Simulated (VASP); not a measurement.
Set up this calculation in VASP 6.6.1, as the native input.

| Property | Result |
| --- | --- |
| Task | single point |
| Functional | PBEsol |
| Potentials or basis | VASP PAW PBE potentials, release 64 (Ta_pv, N) |
| Cutoff | 520 eV |
| k mesh | 24 × 24 × 24 |
| Occupations | gaussian, width 0.15 eV |
| Spin | no spin polarisation |
| Dipole correction | no |
| Further INCAR settings | ALGO = Normal; EDIFF = 1e-06; NBANDS = 15 |

The structure of TaN lies in POSCAR:

```
TaN
1.0
    2.9239890447      0.0000000000      0.0000000000
   -1.4619945224      2.5322487931      0.0000000000
    0.0000000000      0.0000000000      2.8707276427
Ta N
1 1
Direct
    0.3333333333      0.6666666667      0.5000000000
    0.0000000000      0.0000000000      0.0000000000
```

One way to write it, as run:

INCAR

```
PREC = Accurate ; ENCUT = 520
EDIFF = 1E-6 ; ISMEAR = 0
SIGMA = 0.15 ; LREAL = F
LASPH = T ; NELM = 60
ALGO = Normal ; ISIF = 2
LWAVE = F ; LCHARG = T
GGA = PS ; LELF = T
LVHAR = T ; NBANDS = 15
```

KPOINTS

```
Automatic mesh
0
Gamma
  24 24 24
```

Potentials or basis: VASP PAW PBE potentials, release 64 (Ta_pv, N).

The run is started by

```bash
$ cat potpaw_PBE.64/Ta_pv/POTCAR potpaw_PBE.64/N/POTCAR > POTCAR
$ mpirun -np 1 vasp_std > vasp.out
```

Results of the run:

| Item | Value |
| --- | --- |
| Pressure | 0.9 GPa |
| Band gap on the k mesh | zero (band 8 reaches 8.57 eV, above the bottom of band 9 at 8.13 eV) |

Caveat: the PAW data sets were made with another functional, which shifts forces and pressure a little; spin-orbit coupling is left out, which moves the levels of the heavy elements.

It took 6.4 min on 1 thread of AMD EPYC 7R13, with other jobs on the host, peak memory 0.33 GiB.
